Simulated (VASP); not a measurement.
# Sn (I4/mmm) in VASP: further runs, part 3 of 3

VASP 6.6.1.

**5. Single point, PBE**

Contents of INCAR:

```
SYSTEM = Sn
PREC     = Accurate       ! precision mode
ENCUT    = 520            ! plane-wave cutoff, eV
EDIFF    = 1E-7           ! SCF threshold, eV
ISMEAR   = 0              ! smearing method
SIGMA    = 0.017          ! smearing width, eV
LREAL    = .False.        ! projectors in reciprocal space
LASPH    = .True.         ! aspherical terms in the spheres
NELM     = 100            ! most SCF steps
ALGO     = Fast           ! electronic algorithm
ISIF     = 2              ! what is computed and relaxed
LWAVE    = .False.        ! write WAVECAR
LCHARG   = .True.         ! write CHGCAR
GGA      = PE             ! functional
LELF     = .True.         ! ELF
LVHAR    = .True.       
NBANDS   = 13             ! bands
```

Contents of KPOINTS:

```
Automatic mesh
0
Gamma
  10 10 10
  0 0 0
```

Contents of POSCAR:

```
Sn
1.0
   -2.0291894110      2.0291894110      1.6607599896
    2.0291894110     -2.0291894110      1.6607599896
    2.0291894110      2.0291894110     -1.6607599896
Sn
1
Direct
    0.0000000000      0.0000000000      0.0000000000
```

Potentials or basis: VASP PAW PBE potentials, release 64 (Sn_d).

Launch:

```bash
$ cat potpaw_PBE.64/Sn_d/POTCAR > POTCAR
$ mpirun -np 1 vasp_std > vasp.out
```

OUTCAR:

```text
SYSTEM = Sn
   PREC = Accurate
   ENCUT = 520
   EDIFF = 1E-7
   ISMEAR = 0
   LREAL = .False.
   LASPH = .True.
   NELM = 100
   ISIF = 2
   GGA = PE

 ion  position               nearest neighbor table
   1  0.000  0.000  0.000-

  LATTYP: Found a body centered tetragonal cell.
 ALAT       =     4.0583788220
 C/A-ratio  =     0.8184351745

  Lattice vectors:

 A1 = (  -2.0291894110,   2.0291894110,   1.6607599896)
 A2 = (   2.0291894110,  -2.0291894110,   1.6607599896)
 A3 = (   2.0291894110,   2.0291894110,  -1.6607599896)

Analysis of symmetry for initial positions (statically):
=====================================================================
 Subroutine PRICEL returns:
 Original cell was already a primitive cell.

 Routine SETGRP: Setting up the symmetry group for a
 body centered tetragonal supercell.

 Subroutine GETGRP returns: Found 16 space group operations
 (whereof 16 operations were pure point group operations)
 out of a pool of 16 trial point group operations.

The static configuration has the point symmetry D_4h.

[... 163 lines left out ...]
 cond. band min:       7.9140035973   @ k =  -0.2000  -0.3000   0.2000
 fundamental gap:      0.0083560796
 Fermi energy:         7.9132469535

 k-point     1 :       0.0000    0.0000    0.0000
  band No.  band energies     occupation
      1     -13.5860      2.00000
      2     -13.5105      2.00000
      3     -13.5105      2.00000
      4     -13.5082      2.00000
      5     -13.3944      2.00000
      6      -3.0598      2.00000
      7      14.7475      0.00000
      8      14.7476      0.00000
      9      17.3099      0.00000
     10      18.2355      0.00000
     11      19.3776      0.00000
     12      20.5152      0.00000
     13      20.5152      0.00000
[... 354 lines left out ...]
  band No.  band energies     occupation
      1     -13.5582      2.00000
      2     -13.4781      2.00000
      3     -13.4526      2.00000
      4     -13.4227      2.00000
      5     -13.4016      2.00000
      6       1.9790      2.00000
      7       5.4075      2.00000
      8       6.8976      2.00000
      9      12.4236      0.00000
     10      17.1057      0.00000
     11      19.2261      0.00000
     12      23.9107      0.00000
     13      24.3313      0.00000

 [... further k-points ...]
[... 5 lines left out ...]
  --------------------------------------------------------------------------------------
  -------------------------------------------------------------------------------------
  Total        0.0419410      0.0419410      0.2983780      0.0000000      0.0000000      0.0000000
  in kB        2.4566154      2.4566154     17.4769397      0.0000000      0.0000000      0.0000000
  external PRESSURE =       7.4633902 kB  Pullay stress =       0.0000000 kB

 VOLUME and BASIS-vectors are now :
 -----------------------------------------------------------------------------
  energy-cutoff  :      520.00
  volume of cell :       27.35
      direct lattice vectors                 reciprocal lattice vectors
    -2.029189411  2.029189411  1.660759990     0.000000000  0.246403809  0.301066983
     2.029189411 -2.029189411  1.660759990     0.246403809  0.000000000  0.301066983
     2.029189411  2.029189411 -1.660759990     0.246403809  0.246403809  0.000000000

 POSITION                                       TOTAL-FORCE (eV/Angst)
 -----------------------------------------------------------------------------------
      0.00000      0.00000      0.00000         0.000000     -0.000000     -0.000000
 -----------------------------------------------------------------------------------
    total drift:                               -0.000000     -0.000000     -0.000000

  FREE ENERGIE OF THE ION-ELECTRON SYSTEM (eV)
  ---------------------------------------------------
  free  energy   TOTEN  =        -3.7761590428 eV

  energy  without entropy=       -3.7758616499  energy(sigma->0) =       -3.77601035
```

stdout:

```text
POSCAR found type information on POSCAR Sn
 POSCAR found :  1 types and       1 ions
 scaLAPACK will be used
 LDA part: xc-table for (Slater+PW92), standard interpolation
 POSCAR, INCAR and KPOINTS ok, starting setup
 FFT: planning ... GRIDC
 FFT: planning ... GRID_SOFT
 FFT: planning ... GRID
 WAVECAR not read
 entering main loop
WARNING in EDDRMM: call to ZHEGV failed, returncode =   8  4     10
WARNING in EDDRMM: call to ZHEGV failed, returncode =   6  3     10
WARNING in EDDRMM: call to ZHEGV failed, returncode =   8  4     12
```

It took 41 s on 1 thread of Intel Xeon Platinum 8259CL at 2.50GHz (Skylake/Cascade Lake), shared host; peak memory 0.17 GiB.

Results:

* Free energy: -3.7762 eV
* Pressure: 0.7 GPa
* Band gap on the k mesh: zero (band 7 reaches 14.75 eV, above the bottom of band 8 at 5.95 eV)

Stress tensor (GPa, compression positive):
```
0.25 0.00 0.00
0.00 0.25 0.00
0.00 0.00 1.75
```

Caveat: spin-orbit coupling is left out, which moves the levels of the heavy elements.

**6. Summary**

```tsv
smearing	gap on the mesh (eV)	pressure (GPa)
gaussian 0.014 eV	none	0.8
gaussian 0.015 eV	none	0.8
gaussian 0.016 eV	none	0.8
gaussian 0.017 eV	none	0.7
```

Alike in all rows: task single point; level PBE; potentials or basis VASP PAW PBE potentials, release 64 (Sn_d); no spin polarisation; cell as given; k mesh 10 × 10 × 10; cutoff (eV) 520.

Every run on the cell as given and a fine mesh finds a metal.

Caveats: spin-orbit coupling is left out, which moves the levels of the heavy elements.

Absolute energies hang on the potentials; compare differences alone.
